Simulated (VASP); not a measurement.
# CoO (R-3m) in VASP: a series of runs

CoO is run at these levels: PBE; tasks: single point.

Everything below comes from runs of VASP 6.6.1. Logs are shortened: lines on timing, memory, paths and dates and some standing lists are left out, and cuts for length are marked.

## 1. The cell of the first run

It takes space group R-3m (No. 166, trigonal). The conventional cell has a = 3.029 Å, b = 3.029 Å, c = 7.310 Å, α = 90.00°, β = 90.00°, γ = 120.00°. Co (site symmetry -3m) has 6 O at 2.13 Å within 2.8 Å. Within 2.8 Å of O (site symmetry -3m) lie 6 Co at 2.13 Å.

## 2. Single point, PBE, collinear spin, ferromagnetic start (equal xy, yz and zx shear strains of -1 %)

INCAR reads:

```
PREC     = Accurate       # precision mode
ENCUT    = 520            # plane-wave cutoff, eV
EDIFF    = 1E-7           # SCF threshold, eV
ISMEAR   = -1             # smearing method
SIGMA    = 0.05           # smearing width, eV
LREAL    = F              # projectors in reciprocal space
LASPH    = T              # aspherical terms in the spheres
NELM     = 150            # most SCF steps
ALGO     = Normal         # electronic algorithm
ISIF     = 2              # what is computed and relaxed
LWAVE    = F              # write WAVECAR
LCHARG   = F              # write CHGCAR
ISPIN    = 2              # spin polarisation
MAGMOM   = 2 0            # initial moments
LORBIT   = 11             # projections on sites
LMAXMIX  = 4              # l up to which the mixer works
GGA      = PE             # functional
NBANDS   = 18             # bands
```

KPOINTS reads:

```
regular mesh
0
Gamma
  16 16 16
```

POSCAR reads:

```
CoO
1.0
   -0.0213150000      2.1208425000      2.1208425000
    2.1208425000     -0.0213150000      2.1208425000
    2.1208425000      2.1208425000     -0.0213150000
Co O
1 1
Direct
    0.0000000000      0.0000000000      0.0000000000
    0.5000000000      0.5000000000      0.5000000000
```

Potentials or basis: VASP PAW PBE potentials, release 64 (Co, O).

Command:

```
cat potpaw_PBE.64/Co/POTCAR potpaw_PBE.64/O/POTCAR > POTCAR
mpirun -np 1 vasp_std > vasp.out
```

OUTCAR:

```text
PREC = Accurate
   ENCUT = 520
   EDIFF = 1E-7
   ISMEAR = -1
   LREAL = F
   LASPH = T
   NELM = 150
   ISIF = 2
   ISPIN = 2
   LORBIT = 11
   GGA = PE

 ion  position               nearest neighbor table
   1  0.000  0.000  0.000-   2 2.13   2 2.13   2 2.13   2 2.13   2 2.13   2 2.13
   2  0.500  0.500  0.500-   1 2.13   1 2.13   1 2.13   1 2.13   1 2.13   1 2.13

  LATTYP: Found a trigonal (rhomboedric) cell.
 ALAT       =     2.9993999648
 COS(alpha) =     0.4899250057

  Lattice vectors:

 A1 = (  -0.0213150000,   2.1208425000,   2.1208425000)
 A2 = (   2.1208425000,  -0.0213150000,   2.1208425000)
 A3 = (   2.1208425000,   2.1208425000,  -0.0213150000)

Analysis of symmetry for initial positions (statically):
=====================================================================
 Subroutine PRICEL returns:
 Original cell was already a primitive cell.

 Routine SETGRP: Setting up the symmetry group for a
 trigonal (rhombohedral) supercell.

 Subroutine GETGRP returns: Found 12 space group operations
 (whereof 12 operations were pure point group operations)
 out of a pool of 12 trial point group operations.

The static configuration has the point symmetry D_3d.

Analysis of symmetry for dynamics (positions and initial velocities):
=====================================================================
 Subroutine PRICEL returns:
 Original cell was already a primitive cell.

 Routine SETGRP: Setting up the symmetry group for a
 trigonal (rhombohedral) supercell.

 Subroutine GETGRP returns: Found 12 space group operations
 (whereof 12 operations were pure point group operations)
 out of a pool of 12 trial point group operations.

The dynamic configuration has the point symmetry D_3d.

Analysis of structural, dynamic, and magnetic symmetry:
=====================================================================
 Subroutine PRICEL returns:
 Original cell was already a primitive cell.

 Routine SETGRP: Setting up the symmetry group for a
 trigonal (rhombohedral) supercell.

 Subroutine GETGRP returns: Found 12 space group operations
 (whereof 12 operations were pure point group operations)
 out of a pool of 12 trial point group operations.

The overall configuration has the point symmetry D_3d.

 Subroutine INISYM returns: Found 12 space group operations
 (whereof 12 operations are pure point group operations),
 and found     1 'primitive' translations

----------------------------------------------------------------------------------------

                                     Primitive cell

  volume of cell :      19.3666

  direct lattice vectors                    reciprocal lattice vectors
    -0.021315000  2.120842500  2.120842500    -0.232230705  0.234588378  0.234588378
     2.120842500 -0.021315000  2.120842500     0.234588378 -0.232230705  0.234588378
     2.120842500  2.120842500 -0.021315000     0.234588378  0.234588378 -0.232230705

  length of vectors
     2.999399965  2.999399965  2.999399965     0.404962362  0.404962362  0.404962362

  position of ions in fractional coordinates (direct lattice)
     0.000000000  0.000000000  0.000000000
     0.500000000  0.500000000  0.500000000

  ion indices of the primitive-cell ions
   primitive index   ion index
                 1           1
                 2           2

----------------------------------------------------------------------------------------

 KPOINTS: regular mesh

Automatic generation of k-mesh.
 Grid dimensions read from file:
 generate k-points for:   16   16   16

 Generating k-lattice:

  Cartesian coordinates                     Fractional coordinates (reciprocal lattice)
    -0.014514419  0.014661774  0.014661774     0.062500000 -0.000000000 -0.000000000
     0.014661774 -0.014514419  0.014661774    -0.000000000  0.062500000 -0.000000000
     0.014661774  0.014661774 -0.014514419    -0.000000000 -0.000000000  0.062500000

  Length of vectors
     0.025310148  0.025310148  0.025310148

  Shift w.r.t. Gamma in fractional coordinates (k-lattice)
     0.000000000  0.000000000  0.000000000

 Subroutine IBZKPT returns following result:
 ===========================================

 Found    417 irreducible k-points:

 Following reciprocal coordinates:
            Coordinates               Weight
  0.000000  0.000000  0.000000      1.000000
  0.062500  0.000000 -0.000000      6.000000
  0.125000  0.000000 -0.000000      6.000000
  0.187500  0.000000  0.000000      6.000000
  0.250000  0.000000 -0.000000      6.000000
  0.312500  0.000000 -0.000000      6.000000
[... 16 lines left out ...]
 -0.125000  0.062500  0.000000     12.000000
 -0.062500  0.062500  0.000000      6.000000
 [... further k-points ...]
   k-points           NKPTS =    417   k-points in BZ     NKDIM =    417   number of bands    NBANDS=     18
   number of dos      NEDOS =    301   number of ions     NIONS =      2
   total plane-waves  NPLWV =  13824
   dimension x,y,z NGX =    24 NGY =   24 NGZ =   24
   dimension x,y,z NGXF=    48 NGYF=   48 NGZF=   48
   ions per type =               1   1
   NGX,Y,Z   is equivalent  to a cutoff of  13.30, 13.30, 13.30 a.u.
   NGXF,Y,Z  is equivalent  to a cutoff of  26.60, 26.60, 26.60 a.u.
 SYSTEM =  unknown system
   PREC   = accura    normal or accurate (medium, high low for compatibility)
   ISTART =      0    job   : 0-new  1-cont  2-samecut
   ICHARG =      2    charge: 1-file 2-atom 10-const
   ISPIN  =      2    spin polarized calculation?
   LNONCOLLINEAR =      F non collinear calculations
   LSORBIT =      F    spin-orbit coupling
   LASPH  =      T    aspherical Exc in radial PAW
   ENCUT  =  520.0 eV  38.22 Ry    6.18 a.u.   5.58  5.58  5.58*2*pi/ulx,y,z
   NELM   =    150;   NELMIN=  2; NELMDL= -5     # of ELM steps
   EDIFF  = 0.1E-06   stopping-criterion for ELM
   LREAL  =      F    real-space projection
   EDIFFG = 0.1E-05   stopping-criterion for IOM
   NSW    =      0    number of steps for IOM
   IBRION =     -1    ionic relax: 0-MD 1-quasi-New 2-CG
   NFREE  =      0    steps in history (QN), initial steepest desc. (CG)
   ISIF   =      2    stress and relaxation
   ISYM   =      2    0-nonsym 1-usesym 2-fastsym
   POTIM  = 0.5000    time-step for ionic-motion
   TEBEG  =    0.0;   TEEND  =   0.0 temperature during run
   PSTRESS=    0.0 pullay stress
   NELECT =      15.0000    total number of electrons
   NUPDOWN=      -1.0000    fix difference up-down
   EMIN   =  10.00;   EMAX   =-10.00  energy-range for DOS
   EFERMI =   0.00;   METHOD = LEGACY
   ISMEAR =    -1;   SIGMA  =   0.05  broadening in eV -4-tet -1-fermi 0-gaus
   EFERMI_NEDOS =   21; number of points for ismear=-14 and -15
   IALGO  =     38    algorithm
   IMIX   =      4    mixing-type and parameters
     AMIX     =   0.40;   BMIX     =  1.00
     AMIX_MAG =   1.60;   BMIX_MAG =  1.00
  volume/ion in A,a.u.               =       9.68        65.35
  Fermi-wavevector in a.u.,A,eV,Ry     =   1.503445  2.841099 30.753876  2.260346
  Thomas-Fermi vector in A             =   2.614554
   LORBIT       =     11    0 simple, 1 ext, 2 COOP (PROOUT), +10 PAW based schemes
   GGA     = PE    functional components
   LHFCALC =     F    Hartree Fock is set to
   AEXX    =    0.0000 exact exchange contribution
   IVDW    =     0    specifies the selected vdW correction
   LEPSILON=     F    determine dielectric tensor
   LRPA    =     F    only Hartree local field effects (RPA)
 spin polarized calculation
  energy-cutoff  :      520.00
  volume of cell :       19.37
 maximum number of plane-waves:       535
   NGX = 11   NGY = 11   NGZ = 11

 number of electron      15.0000006 magnetization       2.9067616

 Free energy of the ion-electron system (eV)
  ---------------------------------------------------
  ext. energy  EPLUGINS =         0.00000000
  ---------------------------------------------------
  free energy    TOTEN  =       -13.06228817 eV

  energy without entropy =      -13.02746815  energy(sigma->0) =      -13.04487816

 E-fermi :   7.8682     XC(G=0): -12.3959

 val. band max:        7.8661353950   @ k =  -0.3750   0.5000   0.1875
 cond. band min:       7.8700121901   @ k =  -0.3125   0.1250   0.0625
 fundamental gap:      0.0038767952
 Fermi energy:         7.8681939094

 spin component 1

 k-point     1 :       0.0000    0.0000    0.0000
  band No.  band energies     occupation
      1     -12.2913      1.00000
      2       4.6103      1.00000
      3       4.6103      1.00000
      4       4.7418      1.00000
      5       4.7418      1.00000
      6       4.7810      1.00000
[... 10 lines left out ...]
     17      29.4987      0.00000
     18      32.7864      0.00000
[... 463 lines left out ...]
 k-point    24 :      -0.0625    0.0625    0.0000
  band No.  band energies     occupation
      1     -12.1865      1.00000
      2       3.5802      1.00000
      3       3.6798      1.00000
      4       4.1698      1.00000
      5       4.7991      1.00000
      6       4.8881      1.00000
[... 10 lines left out ...]
     17      30.8097      0.00000
     18      33.6335      0.00000

 [... further k-points ...]

 spin component 2

 k-point     1 :       0.0000    0.0000    0.0000
  band No.  band energies     occupation
      1     -11.7902      1.00000
      2       5.2968      1.00000
      3       5.2968      1.00000
      4       5.4016      1.00000
      5       6.7656      1.00000
      6       6.7657      1.00000
[... 10 lines left out ...]
     17      30.4609      0.00000
     18      33.6007      0.00000
[... 463 lines left out ...]
 k-point    24 :      -0.0625    0.0625    0.0000
  band No.  band energies     occupation
      1     -11.6826      1.00000
      2       4.4299      1.00000
      3       4.9511      1.00000
      4       5.0516      1.00000
      5       6.8414      1.00000
      6       6.9664      1.00000
[... 10 lines left out ...]
     17      31.6433      0.00000
     18      34.4650      0.00000

 [... further k-points ...]

------------------------ aborting loop because EDIFF is reached ----------------------------------------

  FORCE on cell =-STRESS in cart. coord.  units (eV):
  Direction    XX          YY          ZZ          XY          YZ          ZX
  --------------------------------------------------------------------------------------
  -------------------------------------------------------------------------------------
  Total       -0.2894830     -0.2894830     -0.2894830     -0.0272721     -0.0272721     -0.0272721
  in kB      -23.9486145    -23.9486145    -23.9486145     -2.2561941     -2.2561941     -2.2561941
  external PRESSURE =     -23.9486145 kB  Pullay stress =       0.0000000 kB

 VOLUME and BASIS-vectors are now :
 -----------------------------------------------------------------------------
  energy-cutoff  :      520.00
  volume of cell :       19.37
      direct lattice vectors                 reciprocal lattice vectors
    -0.021315000  2.120842500  2.120842500    -0.232230705  0.234588378  0.234588378
     2.120842500 -0.021315000  2.120842500     0.234588378 -0.232230705  0.234588378
     2.120842500  2.120842500 -0.021315000     0.234588378  0.234588378 -0.232230705

 POSITION                                       TOTAL-FORCE (eV/Angst)
 -----------------------------------------------------------------------------------
      0.00000      0.00000      0.00000         0.000000      0.000000      0.000000
      2.11019      2.11019      2.11018        -0.000000     -0.000000     -0.000000
 -----------------------------------------------------------------------------------
    total drift:                                0.000000     -0.000000     -0.000000

  FREE ENERGIE OF THE ION-ELECTRON SYSTEM (eV)
  ---------------------------------------------------
  free  energy   TOTEN  =       -13.0622881700 eV

  energy  without entropy=      -13.0274681491  energy(sigma->0) =      -13.04487816

 total charge

# of ion       s       p       d       tot
------------------------------------------
    1        0.293   0.354   7.141   7.789
    2        1.556   3.422   0.000   4.978
--------------------------------------------------
tot          1.849   3.777   7.141  12.767

 magnetization (x)

# of ion       s       p       d       tot
------------------------------------------
    1        0.020   0.018   2.520   2.558
    2        0.028   0.269   0.000   0.298
--------------------------------------------------
tot          0.049   0.287   2.520   2.856
```

It took 3.2 min on 1 thread of AMD EPYC 9R45 (Zen 5), shared host; peak memory 0.29 GiB.

Results:

- Free energy: -13.0623 eV
- Pressure: -2.4 GPa
- Net moment: 2.91 μB per cell
- Site moments: Co +2.56; O +0.30 μB
- Valence electrons inside the program's atomic spheres: Co 7.79; O 4.98

Caveat: the cell differs from its parent crystal (equal xy, yz and zx shear strains of -1 %); a cell with one magnetic atom can't hold antiferromagnetic order, which such compounds often take; semilocal functionals often make such compounds metallic where correlation or magnetic order opens a gap, which also shifts bond lengths.

## 3. Single point, PBE, collinear spin, ferromagnetic start (equal xy, yz and zx shear strains of +2 %)

INCAR reads:

```
SYSTEM = CoO
ALGO = Normal ; EDIFF = 1E-6
ENCUT = 520 ; GGA = PE
ISIF = 2 ; ISMEAR = -1
ISPIN = 2 ; LASPH = .TRUE.
LCHARG = .FALSE. ; LMAXMIX = 4
LORBIT = 11 ; LREAL = .FALSE.
LWAVE = .FALSE. ; MAGMOM = 2 0
NBANDS = 18 ; NELM = 150
PREC = Accurate ; SIGMA = 0.05
```

KPOINTS reads:

```
k-points
0
G
  16 16 16
  0 0 0
```

POSCAR reads:

```
CoO
1.0
    0.0426300000      2.1528150000      2.1528150000
    2.1528150000      0.0426300000      2.1528150000
    2.1528150000      2.1528150000      0.0426300000
Co O
1 1
Direct
    0.0000000000      0.0000000000      0.0000000000
    0.5000000000      0.5000000000      0.5000000000
```

Potentials or basis: VASP PAW PBE potentials, release 64 (Co, O).

Command:

```
cat potpaw_PBE.64/Co/POTCAR potpaw_PBE.64/O/POTCAR > POTCAR
mpirun -np 1 vasp_std > vasp.out
```

It took 3.1 min on 1 thread of AMD EPYC 9R45 (Zen 5), shared host; peak memory 0.3 GiB.

The run converged. Its results:

```
Free energy                                           : -13.0637 eV
Pressure                                              : -2.3 GPa
Net moment                                            : 2.91 μB per cell
Site moments                                          : Co +2.56; O +0.30 μB
Valence electrons inside the program's atomic spheres : Co 7.79; O 4.98
```

Stress tensor (GPa, compression positive):
```
-2.34  0.43  0.43
 0.43 -2.34  0.43
 0.43  0.43 -2.34
```

Levels at points of the mesh, in eV from the Fermi level:
Spin up:
| k point | band 7 | band 8 | band 9 | band 10 | band 11 | band 12 |
| --- | --- | --- | --- | --- | --- | --- |
| (0.00, 0.00, 0.00) | -3.02 | -2.97 | -2.97 | 1.00 | 16.85 | 17.58 |
| (0.50, 0.00, 0.00) | -1.74 | 0.10 | 0.14 | 5.02 | 9.44 | 13.12 |
| (0.50, 0.50, 0.00) | -2.42 | -2.12 | -2.01 | 5.87 | 9.81 | 11.70 |
| (0.50, 0.50, 0.50) | -1.95 | 0.07 | 0.07 | 5.26 | 9.01 | 13.88 |
Spin down:
```tsv
k point	band 4	band 5	band 6	band 7	band 8	band 9
(0.00, 0.00, 0.00)	-2.46	-1.14	-1.07	-1.07	0.07	0.07
(0.50, 0.00, 0.00)	-4.54	-0.17	-0.06	0.23	2.68	2.74
(0.50, 0.50, 0.00)	-3.67	-2.20	0.09	0.15	0.55	0.99
(0.50, 0.50, 0.50)	-4.45	-0.20	-0.20	0.16	2.66	2.66
```

Caveat: the cell differs from its parent crystal (equal xy, yz and zx shear strains of +2 %); a cell with one magnetic atom can't hold antiferromagnetic order, which such compounds often take; semilocal functionals often make such compounds metallic where correlation or magnetic order opens a gap, which also shifts bond lengths.
